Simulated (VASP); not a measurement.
# LiH12ClO6 in VASP: single point with PBEsol

Aim: the single point of LiH12ClO6 with PBEsol.

Everything below comes from runs of VASP 6.6.1. Logs are shortened: lines on timing, memory, paths and dates and some standing lists are left out, and cuts for length are marked.

### Step 1. The cell of the first run

The cell holds an amorphous packing of atoms, 20 atoms: a = 6.269 Å, b = 6.269 Å, c = 6.269 Å, α = 90.00°, β = 90.00°, γ = 90.00°.

### Step 2. Single point, PBEsol

Input file INCAR:

```
SYSTEM = LiH12ClO6
  PREC = Accurate
  ENCUT = 520
  EDIFF = 1E-7
  ISMEAR = -1
  SIGMA = 0.05
  LREAL = Auto
  LASPH = .True.
  NELM = 60
  ALGO = Normal
  ISIF = 2
  LWAVE = .False.
  LCHARG = .True.
  GGA = PS
  LELF = .True.
  LVHAR = .True.
  NBANDS = 45
```

Input file KPOINTS:

```
regular mesh
0
Gamma
  1 1 1
  0 0 0
```

Input file POSCAR:

```
LiH12ClO6
1.0
    6.2692210000      0.0000000000      0.0000000000
    0.0000000000      6.2692210000      0.0000000000
    0.0000000000      0.0000000000      6.2692210000
O H Li Cl
6 12 1 1
Direct
    0.7553272572      0.1055930511      0.6036573068
    0.2067869661      0.7883437157      0.5314688983
   -0.0000160456      0.9491917441      0.1830449804
    0.5009619982      0.2204678812      0.1901198861
    0.8691421012      0.4693482898      0.7591825301
    0.2236460025      0.2861974148      0.8706587876
    0.6759427478      0.0988190079      0.4685259906
    0.6880741386      0.0009820802      0.7024194735
    0.2417634626      0.9163022175      0.6127760429
    0.1239103502      0.8404406216      0.4058579855
    0.0980736995      0.9883448986      0.0679585569
   -0.1249100990      0.8866542152      0.1081573041
    0.6091257803      0.3267732602      0.1571935326
    0.5448255552      0.0873408567      0.1141881557
    0.7594299162      0.5745483090      0.8026327388
    0.8003776603      0.3380666345      0.6951677909
    0.0765194745      0.3129365493      0.9190891731
    0.3171118093      0.2800604850      0.9998921694
    0.1606093470      0.5352425883      0.6884036102
    0.5776327778      0.8051719794     -0.0544750132
```

Potentials or basis: VASP PAW PBE potentials, release 64 (O, H, Li_sv, Cl).

Started as:

```bash
$ cat potpaw_PBE.64/O/POTCAR potpaw_PBE.64/H/POTCAR potpaw_PBE.64/Li_sv/POTCAR potpaw_PBE.64/Cl/POTCAR > POTCAR
$ mpirun -np 1 vasp_gam > vasp.out
```

OUTCAR:

```text
SYSTEM = LiH12ClO6
   PREC = Accurate
   ENCUT = 520
   EDIFF = 1E-7
   ISMEAR = -1
   LREAL = Auto
   LASPH = .True.
   NELM = 60
   ISIF = 2
   GGA = PS

 ion  position               nearest neighbor table
   1  0.755  0.106  0.604-   7 0.98   8 1.00
   2  0.207  0.788  0.531-   9 0.98  10 1.00  19 1.89
   3  1.000  0.949  0.183-  11 0.98  12 0.99
   4  0.501  0.220  0.190-  13 0.97  14 1.00
   5  0.869  0.469  0.759-  15 0.99  16 1.01  19 1.93
   6  0.224  0.286  0.871-  17 0.99  18 1.00  19 1.97
   7  0.676  0.099  0.469-   1 0.98
   8  0.688  0.001  0.702-   1 1.00
   9  0.242  0.916  0.613-   2 0.98
  10  0.124  0.840  0.406-   2 1.00
  11  0.098  0.988  0.068-   3 0.98
  12  0.875  0.887  0.108-   3 0.99
  13  0.609  0.327  0.157-   4 0.97
  14  0.545  0.087  0.114-   4 1.00
  15  0.759  0.575  0.803-   5 0.99
  16  0.800  0.338  0.695-   5 1.01
  17  0.077  0.313  0.919-   6 0.99
  18  0.317  0.280  1.000-   6 1.00
  19  0.161  0.535  0.688-   2 1.89   5 1.93   6 1.97
  20  0.578  0.805  0.946-

  LATTYP: Found a simple cubic cell.
 ALAT       =     6.2692210000

  Lattice vectors:

 A1 = (   6.2692210000,   0.0000000000,   0.0000000000)
 A2 = (   0.0000000000,   6.2692210000,   0.0000000000)
 A3 = (   0.0000000000,   0.0000000000,   6.2692210000)

Analysis of symmetry for initial positions (statically):
=====================================================================
 Subroutine PRICEL returns:
 Original cell was already a primitive cell.

 Routine SETGRP: Setting up the symmetry group for a
 simple cubic supercell.

 Subroutine GETGRP returns: Found  1 space group operations
 (whereof  1 operations were pure point group operations)
 out of a pool of 48 trial point group operations.

The static configuration has the point symmetry C_1 .

Analysis of symmetry for dynamics (positions and initial velocities):
=====================================================================
 Subroutine PRICEL returns:
 Original cell was already a primitive cell.

 Routine SETGRP: Setting up the symmetry group for a
 simple cubic supercell.

 Subroutine GETGRP returns: Found  1 space group operations
 (whereof  1 operations were pure point group operations)
 out of a pool of 48 trial point group operations.

The dynamic configuration has the point symmetry C_1 .

 Subroutine INISYM returns: Found  1 space group operations
 (whereof  1 operations are pure point group operations),
 and found     1 'primitive' translations

----------------------------------------------------------------------------------------

                                     Primitive cell

  volume of cell :     246.4000

  direct lattice vectors                    reciprocal lattice vectors
     6.269221000  0.000000000  0.000000000     0.159509451  0.000000000  0.000000000
     0.000000000  6.269221000  0.000000000     0.000000000  0.159509451  0.000000000
     0.000000000  0.000000000  6.269221000     0.000000000  0.000000000  0.159509451

  length of vectors
     6.269221000  6.269221000  6.269221000     0.159509451  0.159509451  0.159509451

  position of ions in fractional coordinates (direct lattice)
     0.755327257  0.105593051  0.603657307
     0.206786966  0.788343716  0.531468898
     0.999983954  0.949191744  0.183044980
     0.500961998  0.220467881  0.190119886
     0.869142101  0.469348290  0.759182530
     0.223646002  0.286197415  0.870658788
[... 12 lines left out ...]
     0.160609347  0.535242588  0.688403610
     0.577632778  0.805171979  0.945524987

  ion indices of the primitive-cell ions
   primitive index   ion index
                 1           1
                 2           2
                 3           3
                 4           4
                 5           5
                 6           6
[... 12 lines left out ...]
                19          19
                20          20

----------------------------------------------------------------------------------------

 KPOINTS: regular mesh

Automatic generation of k-mesh.
 Grid dimensions read from file:
 generate k-points for:    1    1    1

 Generating k-lattice:

  Cartesian coordinates                     Fractional coordinates (reciprocal lattice)
     0.159509451  0.000000000  0.000000000     1.000000000  0.000000000  0.000000000
     0.000000000  0.159509451  0.000000000     0.000000000  1.000000000  0.000000000
     0.000000000  0.000000000  0.159509451     0.000000000  0.000000000  1.000000000

  Length of vectors
     0.159509451  0.159509451  0.159509451

  Shift w.r.t. Gamma in fractional coordinates (k-lattice)
     0.000000000  0.000000000  0.000000000

 Subroutine IBZKPT returns following result:
 ===========================================

 Found      1 irreducible k-points:

 Following reciprocal coordinates:
            Coordinates               Weight
  0.000000  0.000000  0.000000      1.000000
   k-points           NKPTS =      1   k-points in BZ     NKDIM =      1   number of bands    NBANDS=     45
   number of dos      NEDOS =    301   number of ions     NIONS =     20
   total plane-waves  NPLWV = 110592
   dimension x,y,z NGX =    48 NGY =   48 NGZ =   48
   dimension x,y,z NGXF=    96 NGYF=   96 NGZF=   96
   ions per type =               6  12   1   1
   NGX,Y,Z   is equivalent  to a cutoff of  12.73, 12.73, 12.73 a.u.
   NGXF,Y,Z  is equivalent  to a cutoff of  25.46, 25.46, 25.46 a.u.
 SYSTEM =  LiH12ClO6
   PREC   = accura    normal or accurate (medium, high low for compatibility)
   ISTART =      0    job   : 0-new  1-cont  2-samecut
   ICHARG =      2    charge: 1-file 2-atom 10-const
   ISPIN  =      1    spin polarized calculation?
   LNONCOLLINEAR =      F non collinear calculations
   LSORBIT =      F    spin-orbit coupling
   LASPH  =      T    aspherical Exc in radial PAW
   ENCUT  =  520.0 eV  38.22 Ry    6.18 a.u.  11.66 11.66 11.66*2*pi/ulx,y,z
   NELM   =     60;   NELMIN=  2; NELMDL= -5     # of ELM steps
   EDIFF  = 0.1E-06   stopping-criterion for ELM
   LREAL  =      T    real-space projection
   EDIFFG = 0.1E-05   stopping-criterion for IOM
   NSW    =      0    number of steps for IOM
   IBRION =     -1    ionic relax: 0-MD 1-quasi-New 2-CG
   NFREE  =      0    steps in history (QN), initial steepest desc. (CG)
   ISIF   =      2    stress and relaxation
   ISYM   =      2    0-nonsym 1-usesym 2-fastsym
   POTIM  = 0.5000    time-step for ionic-motion
   TEBEG  =    0.0;   TEEND  =   0.0 temperature during run
   PSTRESS=    0.0 pullay stress
   NELECT =      58.0000    total number of electrons
   NUPDOWN=      -1.0000    fix difference up-down
   EMIN   =  10.00;   EMAX   =-10.00  energy-range for DOS
   EFERMI =   0.00;   METHOD = LEGACY
   ISMEAR =    -1;   SIGMA  =   0.05  broadening in eV -4-tet -1-fermi 0-gaus
   EFERMI_NEDOS =   21; number of points for ismear=-14 and -15
   IALGO  =     38    algorithm
   IMIX   =      4    mixing-type and parameters
     AMIX     =   0.40;   BMIX     =  1.00
     AMIX_MAG =   1.60;   BMIX_MAG =  1.00
  volume/ion in A,a.u.               =      12.32        83.14
  Fermi-wavevector in a.u.,A,eV,Ry     =   1.010812  1.910159 13.901641  1.021742
  Thomas-Fermi vector in A             =   2.143824
   LORBIT       =      0    0 simple, 1 ext, 2 COOP (PROOUT), +10 PAW based schemes
   GGA     = PS    functional components
   LHFCALC =     F    Hartree Fock is set to
   AEXX    =    0.0000 exact exchange contribution
   IVDW    =     0    specifies the selected vdW correction
   LEPSILON=     F    determine dielectric tensor
   LRPA    =     F    only Hartree local field effects (RPA)
 non-spin polarized calculation
  energy-cutoff  :      520.00
  volume of cell :      246.40
 maximum number of plane-waves:      3310
 NGX is ok and might be reduce to    48
   NGX = 23   NGY = 23   NGZ = 23

 number of electron      58.0000001 magnetization

 Free energy of the ion-electron system (eV)
  ---------------------------------------------------
  ext. energy  EPLUGINS =         0.00000000
  ---------------------------------------------------
  free energy    TOTEN  =       -96.29517068 eV

  energy without entropy =      -96.29517068  energy(sigma->0) =      -96.29517068

 E-fermi :  -2.1776     XC(G=0):  -6.5331

 val. band max:       -3.5592591556   @ k =   0.0000   0.0000   0.0000
 cond. band min:       1.1729016989   @ k =   0.0000   0.0000   0.0000
 fundamental gap:      4.7321608545
 Fermi energy:        -2.1775531682

 k-point     1 :       0.0000    0.0000    0.0000
  band No.  band energies     occupation
      1     -45.5048      2.00000
      2     -22.5024      2.00000
      3     -22.0796      2.00000
      4     -21.9286      2.00000
      5     -21.7949      2.00000
      6     -21.6838      2.00000
[... 33 lines left out ...]
     40       6.9757      0.00000
     41       7.1423      0.00000
 [bands above 41 left out]

------------------------ aborting loop because EDIFF is reached ----------------------------------------

  FORCE on cell =-STRESS in cart. coord.  units (eV):
  Direction    XX          YY          ZZ          XY          YZ          ZX
  --------------------------------------------------------------------------------------
  -------------------------------------------------------------------------------------
  Total        0.0720662     -0.6653696     -0.8160069     -0.0814014      0.4285167     -0.5003139
  in kB        0.4685988     -4.3264607     -5.3059567     -0.5292997      2.7863625     -3.2532122
  external PRESSURE =      -3.0546062 kB  Pullay stress =       0.0000000 kB

 VOLUME and BASIS-vectors are now :
 -----------------------------------------------------------------------------
  energy-cutoff  :      520.00
  volume of cell :      246.40
      direct lattice vectors                 reciprocal lattice vectors
     6.269221000  0.000000000  0.000000000     0.159509451  0.000000000  0.000000000
     0.000000000  6.269221000  0.000000000     0.000000000  0.159509451  0.000000000
     0.000000000  0.000000000  6.269221000     0.000000000  0.000000000  0.159509451

 POSITION                                       TOTAL-FORCE (eV/Angst)
 -----------------------------------------------------------------------------------
      4.73531      0.66199      3.78446        -0.157842      0.060596     -0.239699
      1.29639      4.94230      3.33190        -0.000246     -0.016133      0.041822
      6.26912      5.95069      1.14755         0.004967     -0.010316     -0.166924
      3.14064      1.38216      1.19190        -0.107705     -0.103651      0.162198
      5.44884      2.94245      4.75948         0.137961     -0.021965      0.057377
      1.40209      1.79423      5.45835        -0.023993     -0.025988      0.019837
[... 12 lines left out ...]
      1.00690      3.35555      4.31575        -0.007593      0.046243     -0.038156
      3.62131      5.04780      5.92771        -0.005243      0.023425     -0.016906
 -----------------------------------------------------------------------------------
    total drift:                                0.010335      0.004495      0.006135

  FREE ENERGIE OF THE ION-ELECTRON SYSTEM (eV)
  ---------------------------------------------------
  free  energy   TOTEN  =       -96.2951706828 eV

  energy  without entropy=      -96.2951706828  energy(sigma->0) =      -96.29517068
```

Wall time 31 s (1 thread of Intel Xeon Platinum 8259CL at 2.50GHz (Skylake/Cascade Lake), shared host); peak memory 0.3 GiB.

Results:

```yaml
Free_energy: -96.2952 eV
Largest_force: 0.293 eV/Å
Band_gap_on_the_k_mesh: 4.73 eV
```

Forces on the atoms (eV/Å):
```
O   -0.158  0.061 -0.240
O    0.000 -0.016  0.042
O    0.005 -0.010 -0.167
O   -0.108 -0.104  0.162
O    0.138 -0.022  0.057
O   -0.024 -0.026  0.020
H    0.030  0.108  0.136
H   -0.039 -0.030  0.060
H    0.057  0.032  0.057
H   -0.081  0.014 -0.102
H    0.090  0.009  0.061
H   -0.062 -0.033  0.103
H    0.178  0.158 -0.054
H    0.033 -0.123 -0.066
H   -0.056  0.061  0.034
H   -0.045 -0.143 -0.056
H   -0.052  0.032 -0.034
H    0.107 -0.038  0.042
Li  -0.008  0.046 -0.038
Cl  -0.005  0.023 -0.017
```

Caveat: the k points lie up to 1.00 Å⁻¹ apart; the cutoff is under 1.25 times the usual one of these potentials, so pressure, stress and relaxed cells hold a basis-set (Pulay) error; the PAW data sets were made with another functional, which shifts forces and pressure a little.
